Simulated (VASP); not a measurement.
# SnO2 (P1) in VASP: relaxation of the atoms with LDA

Aim: the relaxation of the atoms of SnO2 with LDA.

All numbers are computed with VASP 6.6.1; they aren't measurements. Logs are shortened: lines on timing, memory, paths and dates and some standing lists are left out, and cuts for length are marked.

## Step 1: The cell of the first run

The typed cell holds 3 atoms: a = 5.151 Å, b = 5.151 Å, c = 5.151 Å, α = 36.59°, β = 36.59°, γ = 36.59°.

## Step 2: Relaxation of the atoms, LDA

INCAR reads:

```
SYSTEM = SnO2
PREC     = Accurate       ! precision mode
ENCUT    = 520            ! plane-wave cutoff, eV
EDIFF    = 1E-6           ! SCF threshold, eV
ISMEAR   = 0              ! smearing method
SIGMA    = 0.01           ! smearing width, eV
LREAL    = .FALSE.        ! projectors in reciprocal space
LASPH    = .TRUE.         ! aspherical terms in the spheres
NELM     = 80             ! most SCF steps
ALGO     = Normal         ! electronic algorithm
ISIF     = 2              ! what is computed and relaxed
LWAVE    = .FALSE.        ! write WAVECAR
LCHARG   = .FALSE.        ! write CHGCAR
GGA      = CA             ! functional
IBRION   = 2              ! ionic algorithm
NSW      = 50             ! ionic steps
EDIFFG   = -0.005         ! ionic threshold
```

KPOINTS reads:

```
regular mesh
0
G
  5 5 5
  0 0 0
```

POSCAR reads:

```
SnO2
1.0
    1.6170930000      0.9336290000      4.8005930000
   -1.6170930000      0.9336290000      4.8005930000
    0.0000000000     -1.8672580000      4.8005930000
Sn O
1 2
Direct
    0.4941019407      0.4944830390      0.5084196488
    0.2449470559      0.2102118743      0.2656626859
    0.7391425436      0.7863506732      0.7563091423
```

Potentials or basis: VASP PAW LDA potentials, release 64 (Sn_d, O).

Command:

```sh
cat potpaw_LDA.64/Sn_d/POTCAR potpaw_LDA.64/O/POTCAR > POTCAR
mpirun -np 1 vasp_std > vasp.out
```

OUTCAR:

```text
SYSTEM = SnO2
   PREC = Accurate
   ENCUT = 520
   EDIFF = 1E-6
   ISMEAR = 0
   LREAL = .FALSE.
   LASPH = .TRUE.
   NELM = 80
   ISIF = 2
   GGA = CA
   IBRION = 2
   NSW = 50
   EDIFFG = -0.005

 ion  position               nearest neighbor table
   1  0.494  0.494  0.508-   3 2.06   2 2.09   3 2.17   3 2.18   2 2.18   2 2.19
   2  0.245  0.210  0.266-   1 2.09   1 2.18   1 2.19
   3  0.739  0.786  0.756-   1 2.06   1 2.17   1 2.18

  LATTYP: Found a trigonal (rhomboedric) cell.
 ALAT       =     5.1509558367
 COS(alpha) =     0.8028828836

  Lattice vectors:

 A1 = (   1.6170930000,   0.9336290000,   4.8005930000)
 A2 = (  -1.6170930000,   0.9336290000,   4.8005930000)
 A3 = (   0.0000000000,  -1.8672580000,   4.8005930000)

Analysis of symmetry for initial positions (statically):
=====================================================================
 Subroutine PRICEL returns:
 Original cell was already a primitive cell.

 Routine SETGRP: Setting up the symmetry group for a
 trigonal (rhombohedral) supercell.

 Subroutine GETGRP returns: Found  1 space group operations
 (whereof  1 operations were pure point group operations)
 out of a pool of 12 trial point group operations.

The static configuration has the point symmetry C_1 .

Analysis of symmetry for dynamics (positions and initial velocities):
=====================================================================
 Subroutine PRICEL returns:
 Original cell was already a primitive cell.

 Routine SETGRP: Setting up the symmetry group for a
 trigonal (rhombohedral) supercell.

 Subroutine GETGRP returns: Found  1 space group operations
 (whereof  1 operations were pure point group operations)
 out of a pool of 12 trial point group operations.

The dynamic configuration has the point symmetry C_1 .

 Subroutine INISYM returns: Found  1 space group operations
 (whereof  1 operations are pure point group operations),
 and found     1 'primitive' translations

----------------------------------------------------------------------------------------

                                     Primitive cell

  volume of cell :      43.4866

  direct lattice vectors                    reciprocal lattice vectors
     1.617093000  0.933629000  4.800593000     0.309196812  0.178514878  0.069435866
    -1.617093000  0.933629000  4.800593000    -0.309196812  0.178514878  0.069435866
     0.000000000 -1.867258000  4.800593000     0.000000000 -0.357029755  0.069435866

  length of vectors
     5.150955837  5.150955837  5.150955794     0.363719080  0.363719080  0.363719103

  position of ions in fractional coordinates (direct lattice)
     0.494101941  0.494483039  0.508419649
     0.244947056  0.210211874  0.265662686
     0.739142544  0.786350673  0.756309142

  ion indices of the primitive-cell ions
   primitive index   ion index
                 1           1
                 2           2
                 3           3

----------------------------------------------------------------------------------------

 KPOINTS: regular mesh

Automatic generation of k-mesh.
 Grid dimensions read from file:
 generate k-points for:    5    5    5

 Generating k-lattice:

  Cartesian coordinates                     Fractional coordinates (reciprocal lattice)
     0.061839362  0.035702976  0.013887173     0.200000000 -0.000000000  0.000000000
    -0.061839362  0.035702976  0.013887173    -0.000000000  0.200000000  0.000000000
     0.000000000 -0.071405951  0.013887173     0.000000000  0.000000000  0.200000000

  Length of vectors
     0.072743816  0.072743816  0.072743821

  Shift w.r.t. Gamma in fractional coordinates (k-lattice)
     0.000000000  0.000000000  0.000000000

 Subroutine IBZKPT returns following result:
 ===========================================

 Found     63 irreducible k-points:

 Following reciprocal coordinates:
            Coordinates               Weight
  0.000000  0.000000  0.000000      1.000000
  0.200000  0.000000  0.000000      2.000000
  0.000000  0.200000  0.000000      2.000000
  0.000000  0.000000  0.200000      2.000000
  0.400000  0.000000  0.000000      2.000000
  0.000000  0.400000  0.000000      2.000000
[... 16 lines left out ...]
 -0.200000  0.200000  0.000000      2.000000
  0.200000  0.000000 -0.200000      2.000000
 [... further k-points ...]
   k-points           NKPTS =     63   k-points in BZ     NKDIM =     63   number of bands    NBANDS=     17
   number of dos      NEDOS =    301   number of ions     NIONS =      3
   total plane-waves  NPLWV =  64000
   dimension x,y,z NGX =    40 NGY =   40 NGZ =   40
   dimension x,y,z NGXF=    80 NGYF=   80 NGZF=   80
   ions per type =               1   2
   NGX,Y,Z   is equivalent  to a cutoff of  12.91, 12.91, 12.91 a.u.
   NGXF,Y,Z  is equivalent  to a cutoff of  25.82, 25.82, 25.82 a.u.
 SYSTEM =  SnO2
   PREC   = accura    normal or accurate (medium, high low for compatibility)
   ISTART =      0    job   : 0-new  1-cont  2-samecut
   ICHARG =      2    charge: 1-file 2-atom 10-const
   ISPIN  =      1    spin polarized calculation?
   LNONCOLLINEAR =      F non collinear calculations
   LSORBIT =      F    spin-orbit coupling
   LASPH  =      T    aspherical Exc in radial PAW
   ENCUT  =  520.0 eV  38.22 Ry    6.18 a.u.   9.58  9.58  9.58*2*pi/ulx,y,z
   NELM   =     80;   NELMIN=  2; NELMDL= -5     # of ELM steps
   EDIFF  = 0.1E-05   stopping-criterion for ELM
   LREAL  =      F    real-space projection
   EDIFFG = -.5E-02   stopping-criterion for IOM
   NSW    =     50    number of steps for IOM
   IBRION =      2    ionic relax: 0-MD 1-quasi-New 2-CG
   NFREE  =      1    steps in history (QN), initial steepest desc. (CG)
   ISIF   =      2    stress and relaxation
   ISYM   =      2    0-nonsym 1-usesym 2-fastsym
   POTIM  = 0.5000    time-step for ionic-motion
   TEBEG  =    0.0;   TEEND  =   0.0 temperature during run
   PSTRESS=    0.0 pullay stress
   NELECT =      26.0000    total number of electrons
   NUPDOWN=      -1.0000    fix difference up-down
   EMIN   =  10.00;   EMAX   =-10.00  energy-range for DOS
   EFERMI =   0.00;   METHOD = LEGACY
   ISMEAR =     0;   SIGMA  =   0.01  broadening in eV -4-tet -1-fermi 0-gaus
   EFERMI_NEDOS =   21; number of points for ismear=-14 and -15
   IALGO  =     38    algorithm
   IMIX   =      4    mixing-type and parameters
     AMIX     =   0.40;   BMIX     =  1.00
     AMIX_MAG =   1.60;   BMIX_MAG =  1.00
  volume/ion in A,a.u.               =      14.50        97.82
  Fermi-wavevector in a.u.,A,eV,Ry     =   1.379158  2.606231 25.879338  1.902078
  Thomas-Fermi vector in A             =   2.504154
   LORBIT       =      0    0 simple, 1 ext, 2 COOP (PROOUT), +10 PAW based schemes
   GGA     = CA    functional components
   LHFCALC =     F    Hartree Fock is set to
   AEXX    =    0.0000 exact exchange contribution
   IVDW    =     0    specifies the selected vdW correction
   LEPSILON=     F    determine dielectric tensor
   LRPA    =     F    only Hartree local field effects (RPA)
 conjugate gradient relaxation of ions
 non-spin polarized calculation
 Gauss-broadening in eV      SIGMA  =   0.01
  energy-cutoff  :      520.00
  volume of cell :       43.49
 maximum number of plane-waves:      1182
 NGX is ok and might be reduce to    40
   NGX = 19   NGY = 19   NGZ = 19

--------------------------------------- Ionic step        1  -------------------------------------------

 number of electron      26.0000000 magnetization

 Free energy of the ion-electron system (eV)
  ---------------------------------------------------
  ext. energy  EPLUGINS =         0.00000000
  ---------------------------------------------------
  free energy    TOTEN  =       -20.30867567 eV

  energy without entropy =      -20.30867567  energy(sigma->0) =      -20.30867567

------------------------ aborting loop because EDIFF is reached ----------------------------------------

  FORCE on cell =-STRESS in cart. coord.  units (eV):
  Direction    XX          YY          ZZ          XY          YZ          ZX
  --------------------------------------------------------------------------------------
  -------------------------------------------------------------------------------------
  Total       -2.9262127     -2.8605448     -2.7626694      0.0383278      0.7610000     -1.2228794
  in kB     -107.8104857   -105.3910819   -101.7850572      1.4121123     28.0375297    -45.0545605
  external PRESSURE =    -104.9955416 kB  Pullay stress =       0.0000000 kB
[... 92 lines left out ...]
  FREE ENERGIE OF THE ION-ELECTRON SYSTEM (eV)
  ---------------------------------------------------
  free  energy   TOTEN  =       -20.4486699932 eV

  energy  without entropy=      -20.4486699932  energy(sigma->0) =      -20.44866999

[... ionic steps 4 to 7 ...]

--------------------------------------- Ionic step        8  -------------------------------------------

 number of electron      26.0000004 magnetization

------------------------ aborting loop because EDIFF is reached ----------------------------------------

  FORCE on cell =-STRESS in cart. coord.  units (eV):
  Direction    XX          YY          ZZ          XY          YZ          ZX
  --------------------------------------------------------------------------------------
  -------------------------------------------------------------------------------------
  Total       -1.5838728     -1.5865718     -0.6880158     -0.0020020      0.0048514     -0.0071929
  in kB      -58.3546429    -58.4540803    -25.3485751     -0.0737614      0.1787408     -0.2650092
  external PRESSURE =     -47.3857661 kB  Pullay stress =       0.0000000 kB
[... 59 lines left out ...]
  energy  without entropy=      -20.4642047661  energy(sigma->0) =      -20.46420477

--------------------------------------- Ionic step       10  -------------------------------------------

 number of electron      26.0000004 magnetization

 Free energy of the ion-electron system (eV)
  ---------------------------------------------------
  ext. energy  EPLUGINS =         0.00000000
  ---------------------------------------------------
  free energy    TOTEN  =       -20.46420477 eV

  energy without entropy =      -20.46420477  energy(sigma->0) =      -20.46420477

 E-fermi :   3.0926     XC(G=0): -10.5088

 val. band max:        3.0005842152   @ k =  -0.2000   0.2000   0.0000
 cond. band min:       4.8717053356   @ k =   0.0000   0.0000   0.0000
 fundamental gap:      1.8711211203
 Fermi energy:         3.0925764085

 k-point     1 :       0.0000    0.0000    0.0000
  band No.  band energies     occupation
      1     -16.9514      2.00000
      2     -16.6823      2.00000
      3     -16.6822      2.00000
      4     -16.4683      2.00000
      5     -16.4683      2.00000
      6     -14.8267      2.00000
[... 9 lines left out ...]
     16      13.8257      0.00000
     17      13.8287      0.00000
[... 443 lines left out ...]
      1     -17.2218      2.00000
      2     -16.8065      2.00000
      3     -16.5457      2.00000
      4     -16.5416      2.00000
      5     -16.3934      2.00000
      6     -13.8508      2.00000
[... 9 lines left out ...]
     16      11.3878      0.00000
     17      14.8505      0.00000

 [... further k-points ...]

------------------------ aborting loop because EDIFF is reached ----------------------------------------

  FORCE on cell =-STRESS in cart. coord.  units (eV):
  Direction    XX          YY          ZZ          XY          YZ          ZX
  --------------------------------------------------------------------------------------
  -------------------------------------------------------------------------------------
  Total       -1.5854664     -1.5853304     -0.6878032      0.0000134      0.0030169     -0.0044906
  in kB      -58.4133561    -58.4083448    -25.3407400      0.0004923      0.1111503     -0.1654471
  external PRESSURE =     -47.3874803 kB  Pullay stress =       0.0000000 kB
[... 18 lines left out ...]
  FREE ENERGIE OF THE ION-ELECTRON SYSTEM (eV)
  ---------------------------------------------------
  free  energy   TOTEN  =       -20.4642047731 eV

  energy  without entropy=      -20.4642047731  energy(sigma->0) =      -20.46420477

 reached required accuracy - stopping structural energy minimisation
```

Wall time 7.9 min (1 thread of Intel Xeon Platinum 8375C at 2.90GHz (Ice Lake), shared host); peak memory 0.22 GiB.

What came out:

```yaml
Free_energy: -20.4642 eV
Energy_gained_by_relaxing: 51.8 meV/atom
Ionic_steps: 10
Pressure_after_relaxing: -4.7 GPa
Largest_force_after_relaxing: 0.004 eV/Å
Band_gap_on_the_k_mesh: 1.87 eV (least direct gap 2.12 eV)
```

Forces on the atoms (eV/Å):
```
Sn   0.003  0.000  0.001
O   -0.004  0.002 -0.001
O    0.001 -0.002  0.001
```

Stress tensor (GPa, compression positive):
```
-5.84  0.00 -0.02
 0.00 -5.84  0.01
-0.02  0.01 -2.53
```

Step by step:
```tsv
step	energy change (eV)	largest force (eV/Å)	pressure (GPa)
1	0.0000	1.3465	-10.50
2	-0.1146	0.6914	-7.51
3	-0.1400	0.6513	-4.93
4	-0.1524	0.2548	-3.80
5	-0.1548	0.1143	-4.15
6	-0.1555	0.0314	-4.59
7	-0.1555	0.0164	-4.74
8	-0.1555	0.0055	-4.74
9	-0.1555	0.0051	-4.74
10	-0.1555	0.0044	-4.74
```

Final structure:
```xyz
3
Lattice="1.6171 0.9336 4.8006 -1.6171 0.9336 4.8006 0.0000 -1.8673 4.8006" Properties=species:S:1:pos:R:3 pbc="T T T"
Sn   -0.0071   -0.0285    7.2003
O    -0.0067   -0.0286    3.3678
O    -0.0071   -0.0284   11.0328
```

Levels at points of the mesh, in eV from the valence-band top:
```tsv
k point	band 10	band 11	band 12	band 13	band 14	band 15	band 16	band 17
(0.00, 0.00, 0.00)	-1.41	-0.99	-0.99	-0.25	1.87	5.64	10.83	10.83
```

Caveat: the k points lie up to 0.46 Å⁻¹ apart; spin-orbit coupling is left out, which moves the levels of the heavy elements; an odd mesh through Γ misses points on the zone boundary, where band edges can lie.
